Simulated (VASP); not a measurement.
# Bi (Im-3m) in VASP: a series of runs

Aim: see how the results for Bi move with the level of theory and the settings. Levels: LDA, PBEsol, BLYP+D3(BJ). Tasks: relaxation of cell and atoms.

Everything below comes from runs of VASP 6.6.1. Logs are shortened: lines on timing, memory, paths and dates and some standing lists are left out, and cuts for length are marked.

### Step 1. The cell of the first run

It takes space group Im-3m (No. 229, cubic). Conventional cell: a = 3.963 Å, b = 3.963 Å, c = 3.963 Å, α = 90.00°, β = 90.00°, γ = 90.00°. Bi (site symmetry m-3m) has 14 Bi at 3.43 to 3.96 Å within 4.5 Å.

### Step 2. Relaxation of cell and atoms, LDA

File INCAR:

```
  PREC = Accurate
  ENCUT = 600
  EDIFF = 1E-7
  ISMEAR = 1
  SIGMA = 0.1
  LREAL = F
  LASPH = T
  NELM = 60
  ALGO = Normal
  ISIF = 3
  LWAVE = F
  LCHARG = F
  GGA = CA
  IBRION = 2
  NSW = 80
  EDIFFG = -0.03
```

File KPOINTS:

```
regular mesh
0
Gamma
  8 8 8
```

File POSCAR:

```
Bi
1.0
    3.4319380000      0.0000000000      0.0000000000
   -1.1439792975      3.2356621892      0.0000000000
   -1.1439792975     -1.6178310186      2.8021656978
Bi
1
Direct
    0.0000000000      0.0000000000      0.0000000000
```

Potentials or basis: VASP PAW LDA potentials, release 64 (Bi_d).

The run is started by

```console
> cat potpaw_LDA.64/Bi_d/POTCAR > POTCAR
> mpirun -np 1 vasp_std > vasp.out
```

OUTCAR:

```text
PREC = Accurate
   ENCUT = 600
   EDIFF = 1E-7
   ISMEAR = 1
   LREAL = F
   LASPH = T
   NELM = 60
   ISIF = 3
   GGA = CA
   IBRION = 2
   NSW = 80
   EDIFFG = -0.03

 ion  position               nearest neighbor table
   1  0.000  0.000  0.000-

  LATTYP: Found a body centered cubic cell.
 ALAT       =     3.9628606563

  Lattice vectors:

 A1 = (   3.4319380000,   0.0000000000,   0.0000000000)
 A2 = (  -1.1439792975,   3.2356621892,   0.0000000000)
 A3 = (  -1.1439792975,  -1.6178310186,   2.8021656978)

Analysis of symmetry for initial positions (statically):
=====================================================================
 Subroutine PRICEL returns:
 Original cell was already a primitive cell.

 Routine SETGRP: Setting up the symmetry group for a
 body centered cubic supercell.

 Subroutine GETGRP returns: Found 48 space group operations
 (whereof 48 operations were pure point group operations)
 out of a pool of 48 trial point group operations.

The static configuration has the point symmetry O_h .

Analysis of symmetry for dynamics (positions and initial velocities):
=====================================================================
 Subroutine PRICEL returns:
 Original cell was already a primitive cell.

 Routine SETGRP: Setting up the symmetry group for a
 body centered cubic supercell.

 Subroutine GETGRP returns: Found 48 space group operations
 (whereof 48 operations were pure point group operations)
 out of a pool of 48 trial point group operations.

The dynamic configuration has the point symmetry O_h .

 Subroutine INISYM returns: Found 48 space group operations
 (whereof 48 operations are pure point group operations),
 and found     1 'primitive' translations

----------------------------------------------------------------------------------------

                                     Primitive cell

  volume of cell :      31.1169

  direct lattice vectors                    reciprocal lattice vectors
     3.431938000  0.000000000  0.000000000     0.291380555  0.103018580  0.178433408
    -1.143979298  3.235662189  0.000000000     0.000000000  0.309055749  0.178433408
    -1.143979298 -1.617831019  2.802165698     0.000000000  0.000000000  0.356866834

  length of vectors
     3.431938000  3.431938000  3.431938000     0.356866834  0.356866834  0.356866834

  position of ions in fractional coordinates (direct lattice)
[... 96 lines left out ...]
     AMIX     =   0.40;   BMIX     =  1.00
     AMIX_MAG =   1.60;   BMIX_MAG =  1.00
  volume/ion in A,a.u.               =      31.12       209.99
  Fermi-wavevector in a.u.,A,eV,Ry     =   1.283630  2.425709 22.418392  1.647705
  Thomas-Fermi vector in A             =   2.415871
   LORBIT       =      0    0 simple, 1 ext, 2 COOP (PROOUT), +10 PAW based schemes
   GGA     = CA    functional components
   LHFCALC =     F    Hartree Fock is set to
   AEXX    =    0.0000 exact exchange contribution
   IVDW    =     0    specifies the selected vdW correction
   LEPSILON=     F    determine dielectric tensor
   LRPA    =     F    only Hartree local field effects (RPA)
 conjugate gradient relaxation of ions
 non-spin polarized calculation
 Methfessel and Paxton  Order N= 1 SIGMA  =   0.10
  energy-cutoff  :      600.00
  volume of cell :       31.12
 maximum number of plane-waves:      1055
   NGX = 13   NGY = 13   NGZ = 13

--------------------------------------- Ionic step        1  -------------------------------------------

 number of electron      14.9999994 magnetization

 Free energy of the ion-electron system (eV)
  ---------------------------------------------------
  ext. energy  EPLUGINS =         0.00000000
  ---------------------------------------------------
  free energy    TOTEN  =        -4.42004648 eV

  energy without entropy =       -4.41860556  energy(sigma->0) =       -4.41956617

------------------------ aborting loop because EDIFF is reached ----------------------------------------

  FORCE on cell =-STRESS in cart. coord.  units (eV):
  Direction    XX          YY          ZZ          XY          YZ          ZX
  --------------------------------------------------------------------------------------
  -------------------------------------------------------------------------------------
  Total       -0.6688211     -0.6688211     -0.6688211     -0.0000000     -0.0000000     -0.0000000
  in kB      -34.4369065    -34.4369067    -34.4369078     -0.0000004     -0.0000009     -0.0000007
  external PRESSURE =     -34.4369070 kB  Pullay stress =       0.0000000 kB
[... 57 lines left out ...]
--------------------------------------- Ionic step        3  -------------------------------------------

 number of electron      15.0000005 magnetization

 Free energy of the ion-electron system (eV)
  ---------------------------------------------------
  ext. energy  EPLUGINS =         0.00000000
  ---------------------------------------------------
  free energy    TOTEN  =        -4.44058143 eV

  energy without entropy =       -4.43969666  energy(sigma->0) =       -4.44028651

 E-fermi :   8.4310     XC(G=0): -10.8180

 val. band max:        8.3621754855   @ k =   0.2500   0.2500   0.1250
 cond. band min:       8.4432238531   @ k =  -0.2500   0.3750   0.1250
 fundamental gap:      0.0810483676
 Fermi energy:         8.4310434447

 k-point     1 :       0.0000    0.0000    0.0000
  band No.  band energies     occupation
      1     -14.5883      2.00000
      2     -14.5883      2.00000
      3     -14.5883      2.00000
      4     -14.4289      2.00000
      5     -14.4289      2.00000
      6      -5.5219      2.00000
      7      13.9299      0.00000
      8      13.9299      0.00000
      9      13.9299      0.00000
     10      18.4717      0.00000
     11      18.9725      0.00000
[... 309 lines left out ...]
 k-point    24 :      -0.3750    0.3750    0.2500
  band No.  band energies     occupation
      1     -14.5450      2.00000
      2     -14.5039      2.00000
      3     -14.4928      2.00000
      4     -14.4420      2.00000
      5     -14.3814      2.00000
      6      -1.9730      2.00000
      7       5.5722      2.00000
      8       8.2603      2.03648
      9       8.9184     -0.00000
     10      13.8526      0.00000
     11      18.0689      0.00000

 [... further k-points ...]

------------------------ aborting loop because EDIFF is reached ----------------------------------------

  FORCE on cell =-STRESS in cart. coord.  units (eV):
  Direction    XX          YY          ZZ          XY          YZ          ZX
  --------------------------------------------------------------------------------------
  -------------------------------------------------------------------------------------
  Total        0.0030499      0.0030499      0.0030499      0.0000000      0.0000000      0.0000000
  in kB        0.1666845      0.1666845      0.1666845      0.0000000      0.0000000      0.0000000
  external PRESSURE =       0.1666845 kB  Pullay stress =       0.0000000 kB
[... 16 lines left out ...]
  FREE ENERGIE OF THE ION-ELECTRON SYSTEM (eV)
  ---------------------------------------------------
  free  energy   TOTEN  =        -4.4405814296 eV

  energy  without entropy=       -4.4396966592  energy(sigma->0) =       -4.44028651

 reached required accuracy - stopping structural energy minimisation
```

OSZICAR:

```text
N       E                     dE             d eps       ncg     rms          rms(c)
DAV:   1     0.105794590967E+03    0.10579E+03   -0.87682E+03   638   0.174E+03
DAV:   2     0.113772344669E+01   -0.10466E+03   -0.10246E+03   644   0.368E+02
DAV:   3    -0.429385708007E+01   -0.54316E+01   -0.53428E+01   753   0.911E+01
[... 24 lines left out ...]
DAV:   4    -0.444037947530E+01   -0.16980E-03   -0.22616E-03   665   0.647E-01    0.665E-02
DAV:   5    -0.444064737320E+01   -0.26790E-03   -0.17037E-03   683   0.415E-01    0.277E-02
DAV:   6    -0.444057932123E+01    0.68052E-04   -0.20064E-04   692   0.190E-01    0.744E-03
DAV:   7    -0.444058145307E+01   -0.21318E-05   -0.12881E-05   677   0.266E-02    0.168E-03
DAV:   8    -0.444058142958E+01    0.23486E-07   -0.32187E-07   704   0.635E-03
   3 F= -.44405814E+01 E0= -.44402865E+01  d E =-.205350E-01
```

It took 20 s on 1 thread of Intel Xeon 6975P-C, shared host; peak memory 0.15 GiB.

What came out:

```yaml
Free_energy: -4.4406 eV
Relaxed_volume: 29.32 Å³/atom
Relaxed_cell: a = 3.364 Å, b = 3.364 Å, c = 3.364 Å, α = 109.47°, β = 109.47°, γ = 109.47°
Space_group_after_relaxing_to_0.05_Å: Im-3m (No. 229)
Energy_gained_by_relaxing: 20.5 meV/atom
Ionic_steps: 3
Pressure_after_relaxing: 0.0 GPa
```

The path:
```tsv
step	energy change (eV)	largest force (eV/Å)	pressure (GPa)	volume (Å³)
1	0.0000	0.0000	-3.44	31.12
2	-0.0112	0.0000	2.80	28.20
3	-0.0205	0.0000	0.02	29.32
```

Final structure:
```
Bi
1.0
     3.36439    0.00000    0.00000
    -1.12146    3.17198    0.00000
    -1.12146   -1.58599    2.74701
Bi
1
Direct
  0.00000 0.00000 0.00000
```

Levels at points of the mesh, in eV from the Fermi level:
```tsv
k point	band 3	band 4	band 5	band 6	band 7	band 8	band 9	band 10	band 11
(0.00, 0.00, 0.00)	-23.02	-22.86	-22.86	-13.95	5.50	5.50	5.50	10.04	10.54
(0.50, 0.00, 0.00)	-22.87	-22.87	-22.76	-10.57	-5.41	1.66	3.60	6.27	7.80
(0.50, 0.50, 0.50)	-22.78	-22.78	-22.78	-8.19	-1.94	-1.94	-1.94	3.56	3.56
```

Caveat: spin-orbit coupling is left out, which moves the levels of the heavy elements.

### Step 3. Relaxation of cell and atoms, PBEsol

File INCAR:

```
PREC = Accurate ; ENCUT = 600
EDIFF = 1E-6 ; ISMEAR = 1
SIGMA = 0.1 ; LREAL = F
LASPH = T ; NELM = 60
ALGO = Normal ; ISIF = 3
LWAVE = F ; LCHARG = F
GGA = PS ; IBRION = 2
NSW = 80 ; EDIFFG = -0.03
```

KPOINTS is that of step 2.

POSCAR is that of step 2.

Potentials or basis: VASP PAW PBE potentials, release 64 (Bi_d).

The run is started by

```console
> cat potpaw_PBE.64/Bi_d/POTCAR > POTCAR
> mpirun -np 1 vasp_std > vasp.out
```

Run time: 22 s. Hardware: 1 thread of Intel Xeon 6975P-C, shared host; peak memory 0.17 GiB.

It converged, with:

| Property | Result |
| --- | --- |
| Free energy | -4.1930 eV |
| Relaxed volume | 29.91 Å³/atom |
| Relaxed cell | a = 3.387 Å, b = 3.387 Å, c = 3.387 Å, α = 109.47°, β = 109.47°, γ = 109.47° |
| Space group after relaxing (to 0.05 Å) | Im-3m (No. 229) |
| Energy gained by relaxing | 8.8 meV/atom |
| Ionic steps | 3 |
| Pressure after relaxing | 0.0 GPa |

Step by step:
```
step  energy change (eV)  largest force (eV/Å)  pressure (GPa)  volume (Å³)
   1              0.0000                0.0000           -2.24        31.12
   2             -0.0054                0.0000            1.56        29.20
   3             -0.0088                0.0000            0.02        29.91
```

Final structure:
```xyz
1
Lattice="3.3869 0.0000 0.0000 -1.1290 3.1932 0.0000 -1.1290 -1.5966 2.7654" Properties=species:S:1:pos:R:3 pbc="T T T"
Bi   -1.1290   -1.5966    2.7654
```

Levels at points of the mesh, in eV from the Fermi level:
```tsv
k point	band 4	band 5	band 6	band 7	band 8	band 9	band 10	band 11
(0.00, 0.00, 0.00)	-22.84	-22.84	-13.82	5.40	5.40	5.40	9.62	10.48
(0.50, 0.00, 0.00)	-22.85	-22.75	-10.54	-5.32	1.65	3.56	6.10	7.67
(0.50, 0.50, 0.50)	-22.77	-22.77	-8.25	-1.90	-1.90	-1.90	3.48	3.48
```

Caveat: the PAW data sets were made with another functional, which shifts forces and pressure a little; spin-orbit coupling is left out, which moves the levels of the heavy elements.

### Step 4. Relaxation of cell and atoms, BLYP+D3(BJ)

File INCAR:

```
SYSTEM = Bi
PREC = Accurate
ENCUT = 600
EDIFF = 1E-6
ISMEAR = 1
SIGMA = 0.1
LREAL = .FALSE.
LASPH = .TRUE.
NELM = 80
ALGO = Normal
ISIF = 3
LWAVE = .FALSE.
LCHARG = .FALSE.
GGA = B5
ALDAX = 1.0
AGGAX = 1.0
AGGAC = 1.0
ALDAC = 0.0
IVDW = 12
VDW_S6 = 1.0
VDW_S8 = 2.6996
VDW_A1 = 0.4298
VDW_A2 = 4.2359
IBRION = 2
NSW = 80
EDIFFG = -0.03
```

File KPOINTS:

```
regular mesh
0
G
  8 8 8
  0 0 0
```

POSCAR is that of step 3.

The run is started by

```console
> cat potpaw_PBE.64/Bi_d/POTCAR > POTCAR
> mpirun -np 1 vasp_std > vasp.out
```

It took 29 s on 1 thread of Intel Xeon 6975P-C, shared host; peak memory 0.17 GiB.

The run converged. Its results:

```yaml
Free_energy: -4.1189 eV
Relaxed_volume: 30.52 Å³/atom
Relaxed_cell: a = 3.410 Å, b = 3.410 Å, c = 3.410 Å, α = 109.47°, β = 109.47°, γ = 109.47°
Space_group_after_relaxing_to_0.05_Å: Im-3m (No. 229)
Energy_gained_by_relaxing: 2.0 meV/atom
Ionic_steps: 3
Pressure_after_relaxing: 0.0 GPa
Dispersion_energy_per_atom: -1.247 eV
```

The path:
| step | energy change (eV) | largest force (eV/Å) | pressure (GPa) | volume (Å³) |
| --- | --- | --- | --- | --- |
| 1 | 0.0000 | 0.0000 | -1.05 | 31.12 |
| 2 | -0.0014 | 0.0000 | 0.65 | 30.21 |
| 3 | -0.0020 | 0.0000 | 0.01 | 30.52 |

Final structure:
```yaml
crystal:
  lattice:
    - [3.40979, 0.00000, 0.00000]
    - [-1.13660, 3.21478, 0.00000]
    - [-1.13660, -1.60739, 2.78408]
  atoms:
    - { symbol: Bi, position: [0.00000, 0.00000, 0.00000] }
```

Levels at points of the mesh, in eV from the Fermi level:
```tsv
k point	band 6	band 7	band 8	band 9	band 10	band 11
(0.00, 0.00, 0.00)	-13.73	5.03	5.03	5.03	9.75	10.70
(0.50, 0.00, 0.00)	-10.64	-5.14	1.45	3.43	6.32	7.79
(0.50, 0.50, 0.50)	-8.49	-1.92	-1.92	-1.92	3.83	3.83
```

Caveat: the PAW data sets were made with another functional, which shifts forces and pressure a little; spin-orbit coupling is left out, which moves the levels of the heavy elements; pairwise dispersion overbinds metals, which lowers pressure and volume.

### Step 5. The runs side by side

| level | potentials or basis | gap on the mesh (eV) | pressure (GPa) | relaxed volume (Å³/atom) |
| --- | --- | --- | --- | --- |
| LDA | VASP PAW LDA potentials, release 64 (Bi_d) | none | 0.0 | 29.32 |
| PBEsol | VASP PAW PBE potentials, release 64 (Bi_d) | none | 0.0 | 29.91 |
| BLYP+D3(BJ) | VASP PAW PBE potentials, release 64 (Bi_d) | none | 0.0 | 30.52 |

Alike in all rows: task relaxation of cell and atoms; no spin polarisation; cell relaxed; k mesh 8 × 8 × 8; cutoff (eV) 600; smearing methfessel-paxton 0.1 eV.

Caveats: spin-orbit coupling is left out, which moves the levels of the heavy elements; the PAW data sets were made with another functional, which shifts forces and pressure a little (some runs); pairwise dispersion overbinds metals, which lowers pressure and volume (some runs).

Total energies depend on the potentials used, so only differences within one code and one set of settings carry meaning.
